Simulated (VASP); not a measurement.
Input of a VASP 6.6.1 run:

INCAR

```
SYSTEM = SnTe
PREC = Accurate
ENCUT = 520
EDIFF = 1E-7
ISMEAR = -1
SIGMA = 0.05
LREAL = .False.
LASPH = .True.
NELM = 80
ALGO = Normal
ISIF = 2
LWAVE = .False.
LCHARG = .False.
GGA = PE
NBANDS = 17
```

KPOINTS

```
Automatic mesh
0
Gamma
  6 6 6
  0 0 0
```

Contents of POSCAR:

```
SnTe
1.0
   -0.0157542500      3.1508500000      3.1508500000
    3.1508500000     -0.0157542500      3.1508500000
    3.1350957500      3.1350957500      0.0000000000
Te Sn
1 1
Direct
    0.5000000000      0.5000000000      0.5000000000
    0.0000000000      0.0000000000      0.0000000000
```

Potentials or basis: VASP PAW PBE potentials, release 64 (Te, Sn_d).

The run is started by

```sh
$ cat potpaw_PBE.64/Te/POTCAR potpaw_PBE.64/Sn_d/POTCAR > POTCAR
$ mpirun -np 1 vasp_std > vasp.out
```

**Question.** Estimate the band gap on the k mesh.

**Answer.** 0.04 eV (least direct gap 0.10 eV).

**Question.** What does it give for the pressure?

**Answer.** 2.3 GPa.

Stress tensor (GPa, compression positive):
```
2.27 0.07 0.00
0.07 2.27 0.00
0.00 0.00 2.27
```

Caveat: spin-orbit coupling is left out, which moves the levels of the heavy elements. A k mesh can miss the band edges.
